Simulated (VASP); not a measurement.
**Pd: single point with PBE**

Crystal: Pd.

```
Pd
1.0
     0.00000    2.10049    2.10049
     2.10049    0.00000    2.10049
     2.10049    2.10049    0.00000
Pd
1
Direct
  0.00000 0.00000 0.00000
```

This cell differs from its parent crystal: strain +0.080 along x and y, +0.080 along z.

```json
{"Program": "VASP 6.6.1", "Task": "single point", "Functional": "PBE", "Potentials or basis": "VASP PAW PBE potentials, release 64 (Pd)", "Cutoff": "520 eV", "k mesh": "20 × 20 × 20", "Occupations": "gaussian, width 0.15 eV", "Spin": "no spin polarisation"}
```

| Quantity | Value |
| --- | --- |
| Pressure | -18.7 GPa |
| Band gap on the k mesh | zero (band 5 reaches 6.57 eV, above the bottom of band 6 at 5.50 eV) |

Levels at points of the mesh, in eV from the Fermi level:
```
           k point  band 1  band 2  band 3  band 4  band 5  band 6  band 7  band 8  band 9  band 10
(0.00, 0.00, 0.00)   -5.53   -1.97   -1.97   -1.97   -0.86   -0.86   16.83   20.34   20.34    20.34
(0.50, 0.00, 0.00)   -3.76   -1.99   -1.99   -0.04   -0.04    1.49    5.72   16.15   18.79    18.79
(0.50, 0.50, 0.00)   -3.74   -3.54   -0.06    0.17    0.17    3.39    8.64   11.96   11.96    18.40
```

Run time: 13 s on 1 thread of Intel(R) Xeon(R) 6975P-C (Granite Rapids), with other jobs on the host, peak memory 0.18 GiB.

Caveat: the cell differs from its parent crystal (strain +0.080 along x and y, +0.080 along z).
